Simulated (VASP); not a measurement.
Crystal: GaAs.

```
CELL_PARAMETERS angstrom
0.00000 2.83308 2.83308
2.83308 0.00000 2.83308
2.83308 2.83308 0.00000
ATOMIC_POSITIONS crystal
Ga 0.00000 0.00000 0.00000
As 0.25000 0.25000 0.25000
```

Base run:

```yaml
Program: VASP 6.6.1
Functional: r2SCAN
Potentials_or_basis: VASP PAW PBE potentials, release 64 (Ga_d, As)
Cutoff: 520 eV
k_mesh: 6 × 6 × 6
Occupations: gaussian, width 0.01 eV
Spin: no spin polarisation
```

Its results: band gap on the k mesh 0.94 eV, direct; pressure 0.1 GPa.

Problem. The run is repeated on the same cell with these changes: functional from r2SCAN to PBE. What comes out?

Solution. Band gap on the k mesh 0.47 eV, direct; pressure 2.9 GPa.

r2SCAN gives the wider gap, since meta-GGAs in the generalised Kohn-Sham scheme recover part of the derivative discontinuity.

Caveats: the PAW data sets were made with another functional, which shifts forces and pressure a little (some runs).

A k mesh can miss the band edges.
